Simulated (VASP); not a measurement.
# Te (P3_121) in VASP: a series of runs

Runs on Te. Level: BLYP. Tasks: single point, relaxation of cell and atoms.

Everything below comes from runs of VASP 6.6.1. Logs are shortened: lines on timing, memory, paths and dates and some standing lists are left out, and cuts for length are marked.

## Step 1: The cell of the first run

It takes space group P3_121 (No. 152, trigonal). The conventional cell has a = 5.312 Å, b = 5.312 Å, c = 5.904 Å, α = 90.00°, β = 90.00°, γ = 120.00°. Te (site symmetry 2) has 2 Te at 2.83 Å within 3.7 Å.

## Step 2: Single point, BLYP

INCAR reads:

```
PREC = Accurate
ENCUT = 520
EDIFF = 1E-7
ISMEAR = -1
SIGMA = 0.05
LREAL = False
LASPH = True
NELM = 60
ALGO = Normal
ISIF = 2
LWAVE = False
LCHARG = False
GGA = B5
ALDAX = 1.0
AGGAX = 1.0
AGGAC = 1.0
ALDAC = 0.0
NBANDS = 16
```

KPOINTS reads:

```
regular mesh
0
Gamma
  5 5 3
```

POSCAR reads:

```
Te
1.0
    5.3122073948      0.0000000000      0.0000000000
   -2.6561036974      4.6005065541      0.0000000000
    0.0000000000      0.0000000000      5.9038390269
Te
3
Direct
    0.2204697237      0.0000000000      0.3333333333
    1.0000000000      0.2204697237      0.6666666667
    0.7795302763      0.7795302763      0.0000000000
```

Potentials or basis: VASP PAW PBE potentials, release 64 (Te).

Run with:

```bash
cat potpaw_PBE.64/Te/POTCAR > POTCAR
mpirun -np 1 vasp_std > vasp.out
```

OUTCAR:

```text
PREC = Accurate
   ENCUT = 520
   EDIFF = 1E-7
   ISMEAR = -1
   LREAL = False
   LASPH = True
   NELM = 60
   ISIF = 2
   GGA = B5

 ion  position               nearest neighbor table
   1  0.220  0.000  0.333-   3 2.83   2 2.83
   2  0.000  0.220  0.667-   3 2.83   1 2.83
   3  0.780  0.780  0.000-   1 2.83   2 2.83

  LATTYP: Found a hexagonal cell.
 ALAT       =     5.3122073948
 C/A-ratio  =     1.1113720885

  Lattice vectors:

 A1 = (   5.3122073948,   0.0000000000,   0.0000000000)
 A2 = (  -2.6561036974,   4.6005065541,   0.0000000000)
 A3 = (   0.0000000000,   0.0000000000,   5.9038390269)

Analysis of symmetry for initial positions (statically):
=====================================================================
 Subroutine PRICEL returns:
 Original cell was already a primitive cell.

 Routine SETGRP: Setting up the symmetry group for a
 hexagonal supercell.

 Subroutine GETGRP returns: Found  6 space group operations
 (whereof  2 operations were pure point group operations)
 out of a pool of 24 trial point group operations.

The static configuration has the point symmetry C_2 .
 The point group associated with its full space group is D_3 .

Analysis of symmetry for dynamics (positions and initial velocities):
=====================================================================
 Subroutine PRICEL returns:
 Original cell was already a primitive cell.

 Routine SETGRP: Setting up the symmetry group for a
 hexagonal supercell.

 Subroutine GETGRP returns: Found  6 space group operations
 (whereof  2 operations were pure point group operations)
 out of a pool of 24 trial point group operations.

The dynamic configuration has the point symmetry C_2 .
 The point group associated with its full space group is D_3 .

 Subroutine INISYM returns: Found  6 space group operations
 (whereof  2 operations are pure point group operations),
 and found     1 'primitive' translations

----------------------------------------------------------------------------------------

                                     Primitive cell

  volume of cell :     144.2830

  direct lattice vectors                    reciprocal lattice vectors
     5.312207395  0.000000000  0.000000000     0.188245662  0.108683684  0.000000000
    -2.656103697  4.600506554  0.000000000     0.000000000  0.217367368  0.000000000
     0.000000000  0.000000000  5.903839027     0.000000000  0.000000000  0.169381312

  length of vectors
     5.312207395  5.312207395  5.903839027     0.217367368  0.217367368  0.169381312

  position of ions in fractional coordinates (direct lattice)
     0.220469724  0.000000000  0.333333333
     1.000000000  0.220469724  0.666666667
     0.779530276  0.779530276  0.000000000

  ion indices of the primitive-cell ions
   primitive index   ion index
                 1           1
                 2           2
                 3           3

----------------------------------------------------------------------------------------

 KPOINTS: regular mesh

Automatic generation of k-mesh.
 Grid dimensions read from file:
 generate k-points for:    5    5    3

 Generating k-lattice:

  Cartesian coordinates                     Fractional coordinates (reciprocal lattice)
     0.037649132  0.021736737  0.000000000     0.200000000 -0.000000000  0.000000000
     0.000000000  0.043473474  0.000000000     0.000000000  0.200000000  0.000000000
     0.000000000  0.000000000  0.056460437     0.000000000  0.000000000  0.333333333

  Length of vectors
     0.043473474  0.043473474  0.056460437

  Shift w.r.t. Gamma in fractional coordinates (k-lattice)
     0.000000000  0.000000000  0.000000000

 Subroutine IBZKPT returns following result:
 ===========================================

 Found     12 irreducible k-points:

 Following reciprocal coordinates:
            Coordinates               Weight
  0.000000  0.000000  0.000000      1.000000
  0.200000  0.000000  0.000000      6.000000
  0.400000 -0.000000  0.000000      6.000000
  0.200000  0.200000  0.000000      6.000000
  0.400000  0.200000  0.000000      6.000000
  0.000000  0.000000  0.333333      2.000000
  0.200000  0.000000  0.333333      6.000000
  0.000000  0.200000  0.333333      6.000000
  0.400000 -0.000000  0.333333      6.000000
  0.000000  0.400000  0.333333      6.000000
  0.200000  0.200000  0.333333     12.000000
  0.400000  0.200000  0.333333     12.000000
   k-points           NKPTS =     12   k-points in BZ     NKDIM =     12   number of bands    NBANDS=     16
   number of dos      NEDOS =    301   number of ions     NIONS =      3
   total plane-waves  NPLWV =  76800
   dimension x,y,z NGX =    40 NGY =   40 NGZ =   48
   dimension x,y,z NGXF=    80 NGYF=   80 NGZF=   96
   ions per type =               3
   NGX,Y,Z   is equivalent  to a cutoff of  12.52, 12.52, 13.52 a.u.
   NGXF,Y,Z  is equivalent  to a cutoff of  25.04, 25.04, 27.03 a.u.
 SYSTEM =  unknown system
   PREC   = accura    normal or accurate (medium, high low for compatibility)
   ISTART =      0    job   : 0-new  1-cont  2-samecut
   ICHARG =      2    charge: 1-file 2-atom 10-const
   ISPIN  =      1    spin polarized calculation?
   LNONCOLLINEAR =      F non collinear calculations
   LSORBIT =      F    spin-orbit coupling
   LASPH  =      T    aspherical Exc in radial PAW
   ENCUT  =  520.0 eV  38.22 Ry    6.18 a.u.   9.88  9.88 10.98*2*pi/ulx,y,z
   NELM   =     60;   NELMIN=  2; NELMDL= -5     # of ELM steps
   EDIFF  = 0.1E-06   stopping-criterion for ELM
   LREAL  =      F    real-space projection
   EDIFFG = 0.1E-05   stopping-criterion for IOM
   NSW    =      0    number of steps for IOM
   IBRION =     -1    ionic relax: 0-MD 1-quasi-New 2-CG
   NFREE  =      0    steps in history (QN), initial steepest desc. (CG)
   ISIF   =      2    stress and relaxation
   ISYM   =      2    0-nonsym 1-usesym 2-fastsym
   POTIM  = 0.5000    time-step for ionic-motion
   TEBEG  =    0.0;   TEEND  =   0.0 temperature during run
   PSTRESS=    0.0 pullay stress
   NELECT =      18.0000    total number of electrons
   NUPDOWN=      -1.0000    fix difference up-down
   EMIN   =  10.00;   EMAX   =-10.00  energy-range for DOS
   EFERMI =   0.00;   METHOD = LEGACY
   ISMEAR =    -1;   SIGMA  =   0.05  broadening in eV -4-tet -1-fermi 0-gaus
   EFERMI_NEDOS =   21; number of points for ismear=-14 and -15
   IALGO  =     38    algorithm
   IMIX   =      4    mixing-type and parameters
     AMIX     =   0.40;   BMIX     =  1.00
     AMIX_MAG =   1.60;   BMIX_MAG =  1.00
  volume/ion in A,a.u.               =      48.09       324.56
  Fermi-wavevector in a.u.,A,eV,Ry     =   0.818014  1.545822  9.104291  0.669146
  Thomas-Fermi vector in A             =   1.928565
   LORBIT       =      0    0 simple, 1 ext, 2 COOP (PROOUT), +10 PAW based schemes
   GGA     = B5    functional components
   LHFCALC =     F    Hartree Fock is set to
   AEXX    =    0.0000 exact exchange contribution
   IVDW    =     0    specifies the selected vdW correction
   LEPSILON=     F    determine dielectric tensor
   LRPA    =     F    only Hartree local field effects (RPA)
 non-spin polarized calculation
  energy-cutoff  :      520.00
  volume of cell :      144.28
 maximum number of plane-waves:      3901
 NGX is ok and might be reduce to    40
   NGX = 19   NGY = 19   NGZ = 21

 number of electron      17.9999999 magnetization

 Free energy of the ion-electron system (eV)
  ---------------------------------------------------
  ext. energy  EPLUGINS =         0.00000000
  ---------------------------------------------------
  free energy    TOTEN  =        -7.79286305 eV

  energy without entropy =       -7.79286238  energy(sigma->0) =       -7.79286271

 E-fermi :   3.1696     XC(G=0):  -6.9507

 val. band max:        2.4974270475   @ k =   0.0000   0.4000   0.3333
 cond. band min:       3.8278011714   @ k =   0.0000   0.0000   0.3333
 fundamental gap:      1.3303741239
 Fermi energy:         3.1695893360

 k-point     1 :       0.0000    0.0000    0.0000
  band No.  band energies     occupation
      1      -9.7542      2.00000
      2      -7.0283      2.00000
      3      -7.0283      2.00000
      4      -0.2674      2.00000
      5      -0.2674      2.00000
      6       0.0657      2.00000
[... 8 lines left out ...]
     15       8.2735      0.00000
     16       9.4864      0.00000

 k-point     2 :       0.2000    0.0000    0.0000
  band No.  band energies     occupation
      1      -9.6843      2.00000
      2      -7.1011      2.00000
      3      -7.0299      2.00000
      4      -0.5873      2.00000
      5      -0.4545      2.00000
      6       0.1335      2.00000
[... 8 lines left out ...]
     15       8.8368      0.00000
     16       9.5632      0.00000

 k-point     3 :       0.4000   -0.0000    0.0000
  band No.  band energies     occupation
      1      -9.5586      2.00000
      2      -7.2383      2.00000
      3      -7.0320      2.00000
      4      -0.8423      2.00000
      5      -0.6661      2.00000
      6       0.2529      2.00000
[... 8 lines left out ...]
     15       9.8631      0.00000
     16      10.3883      0.00000

 k-point     4 :       0.2000    0.2000    0.0000
  band No.  band energies     occupation
      1      -9.5844      2.00000
      2      -7.1810      2.00000
      3      -7.0617      2.00000
      4      -0.7565      2.00000
      5      -0.6935      2.00000
      6       0.2736      2.00000
[... 8 lines left out ...]
     15       9.3304      0.00000
     16      10.0507      0.00000

 k-point     5 :       0.4000    0.2000    0.0000
  band No.  band energies     occupation
      1      -9.5172      2.00000
      2      -7.2253      2.00000
      3      -7.0959      2.00000
      4      -0.8341      2.00000
      5      -0.7611      2.00000
      6       0.4966      2.00000
[... 8 lines left out ...]
     15       9.4777      0.00000
     16      10.3233      0.00000

 k-point     6 :       0.0000    0.0000    0.3333
  band No.  band energies     occupation
      1      -9.3982      2.00000
      2      -8.4016      2.00000
      3      -5.8780      2.00000
      4      -0.7839      2.00000
      5       0.0460      2.00000
      6       0.1427      2.00000
[... 8 lines left out ...]
     15       9.0046      0.00000
     16       9.0606      0.00000

 k-point     7 :       0.2000    0.0000    0.3333
  band No.  band energies     occupation
      1      -9.3362      2.00000
      2      -8.3668      2.00000
      3      -6.0175      2.00000
      4      -0.9177      2.00000
      5      -0.2936      2.00000
      6       0.1592      2.00000
[... 8 lines left out ...]
     15       8.8243      0.00000
     16       9.1451      0.00000

 k-point     8 :       0.0000    0.2000    0.3333
  band No.  band energies     occupation
      1      -9.3351      2.00000
      2      -8.3699      2.00000
      3      -6.0109      2.00000
      4      -0.9466      2.00000
      5      -0.3466      2.00000
      6       0.1334      2.00000
[... 8 lines left out ...]
     15       8.7830      0.00000
     16       9.3172      0.00000

 k-point     9 :       0.4000   -0.0000    0.3333
  band No.  band energies     occupation
      1      -9.2261      2.00000
      2      -8.3098      2.00000
      3      -6.2443      2.00000
      4      -1.1703      2.00000
      5      -0.6278      2.00000
      6      -0.0274      2.00000
[... 8 lines left out ...]
     15       9.3177      0.00000
     16       9.6612      0.00000

 k-point    10 :       0.0000    0.4000    0.3333
  band No.  band energies     occupation
      1      -9.2239      2.00000
      2      -8.3163      2.00000
      3      -6.2331      2.00000
      4      -1.2256      2.00000
      5      -0.6556      2.00000
      6      -0.0388      2.00000
[... 8 lines left out ...]
     15       9.5945      0.00000
     16       9.8777      0.00000

 k-point    11 :       0.2000    0.2000    0.3333
  band No.  band energies     occupation
      1      -9.2473      2.00000
      2      -8.3240      2.00000
      3      -6.1936      2.00000
      4      -1.1181      2.00000
      5      -0.6472      2.00000
      6      -0.0159      2.00000
[... 8 lines left out ...]
     15       9.0835      0.00000
     16       9.5501      0.00000

 k-point    12 :       0.4000    0.2000    0.3333
  band No.  band energies     occupation
      1      -9.1882      2.00000
      2      -8.2963      2.00000
      3      -6.3053      2.00000
      4      -1.2170      2.00000
      5      -0.8362      2.00000
      6      -0.1676      2.00000
[... 8 lines left out ...]
     15       9.4599      0.00000
     16       9.6895      0.00000

------------------------ aborting loop because EDIFF is reached ----------------------------------------

  FORCE on cell =-STRESS in cart. coord.  units (eV):
  Direction    XX          YY          ZZ          XY          YZ          ZX
  --------------------------------------------------------------------------------------
  -------------------------------------------------------------------------------------
  Total        0.1213302      0.1213302      0.1714403      0.0000000      0.0000000      0.0000000
  in kB        1.3473004      1.3473004      1.9037428      0.0000000      0.0000000      0.0000000
  external PRESSURE =       1.5327812 kB  Pullay stress =       0.0000000 kB

 VOLUME and BASIS-vectors are now :
 -----------------------------------------------------------------------------
  energy-cutoff  :      520.00
  volume of cell :      144.28
      direct lattice vectors                 reciprocal lattice vectors
     5.312207395  0.000000000  0.000000000     0.188245662  0.108683684  0.000000000
    -2.656103697  4.600506554  0.000000000     0.000000000  0.217367368  0.000000000
     0.000000000  0.000000000  5.903839027     0.000000000  0.000000000  0.169381312

 POSITION                                       TOTAL-FORCE (eV/Angst)
 -----------------------------------------------------------------------------------
      1.17118      0.00000      1.96795         0.058127      0.000000      0.000000
     -0.58559      1.01427      3.93589        -0.029064      0.050340     -0.000000
      2.07051      3.58623      0.00000        -0.029064     -0.050340     -0.000000
 -----------------------------------------------------------------------------------
    total drift:                               -0.000000     -0.000000      0.000000

  FREE ENERGIE OF THE ION-ELECTRON SYSTEM (eV)
  ---------------------------------------------------
  free  energy   TOTEN  =        -7.7928630470 eV

  energy  without entropy=       -7.7928623775  energy(sigma->0) =       -7.79286271
```

Run time: 32 s. Hardware: 1 thread of Intel Xeon 6975P-C (Granite Rapids), shared host; peak memory 0.26 GiB.

Results:

```
Free energy            : -7.7929 eV
Pressure               : 0.2 GPa
Largest force          : 0.058 eV/Å
Band gap on the k mesh : 1.33 eV (least direct gap 1.43 eV)
```

Forces on the atoms (eV/Å):
```
Te   0.058  0.000  0.000
Te  -0.029  0.050  0.000
Te  -0.029 -0.050  0.000
```

Caveat: the PAW data sets were made with another functional, which shifts forces and pressure a little; spin-orbit coupling is left out, which moves the levels of the heavy elements. A k mesh can miss the band edges.

[end of part 1 of 2]
